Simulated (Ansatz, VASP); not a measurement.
This is a calculation of TiC for VASP 6.6.1.

File INCAR:

```
PREC = Accurate
ENCUT = 520
EDIFF = 1E-6
ISMEAR = 0
SIGMA = 0.017
LREAL = False
LASPH = True
NELM = 100
ALGO = Normal
ISIF = 2
LWAVE = False
LCHARG = False
GGA = PE
NBANDS = 15
```

KPOINTS

```
regular mesh
0
Gamma
  11 11 11
```

Contents of POSCAR:

```
TiC
1.0
    0.0000000000      2.1657188437      2.1657188437
    2.1657188437      0.0000000000      2.1657188437
    2.1657188437      2.1657188437      0.0000000000
Ti C
1 1
Direct
    0.0000000000      0.0000000000      0.0000000000
    0.5000000000      0.5000000000      0.5000000000
```

Potentials or basis: VASP PAW PBE potentials, release 64 (Ti_sv, C).

Run with:

```console
$ cat potpaw_PBE.64/Ti_sv/POTCAR potpaw_PBE.64/C/POTCAR > POTCAR
$ mpirun -np 1 vasp_std > vasp.out
```

Problem. Translate it to Ansatz 0.2.0. Potentials there: all-electron LAPW, scalar-relativistic.

Solution. As run (the cutoff follows the program's own potentials):

input.yaml

```yaml
crystal:
  lattice:
    - [0.0, 2.1657188437, 2.1657188437]
    - [2.1657188437, 0.0, 2.1657188437]
    - [2.1657188437, 2.1657188437, 0.0]
  atoms:
    - { symbol: Ti, position: [0.0, 0.0, 0.0] }
    - { symbol: C, position: [0.5, 0.5, 0.5] }
kpoints:
  mp_grid: { grid: [11, 11, 11] }
scf:
  occupations: { method: gaussian, width: 0.017 }
hamiltonian:
  xc: pbe
  pseudopotentials: { kind: all_electron, lapw: { basis_error: 0.001 } }
output:
  forces: true
  stress: true
  eigenvalues: true
```

Potentials or basis: all-electron LAPW, scalar-relativistic.

Command:

```console
$ ansatz run input.yaml --threads 1 --pin off --max-ram 3072MiB --backend cpu --events-out ev --progress --plain --runs-dir out
```

Both were run:

|  | VASP | Ansatz | Ansatz less VASP |
| --- | --- | --- | --- |
| gap on the k mesh at the Fermi level (eV) | none | none | - |
| pressure (GPa) | 0.5 | 0.2 | -0.25 |

A gap of «none» marks a metal or a gap that the smearing closes. Ansatz ran all-electron here, and VASP with PAW potentials.
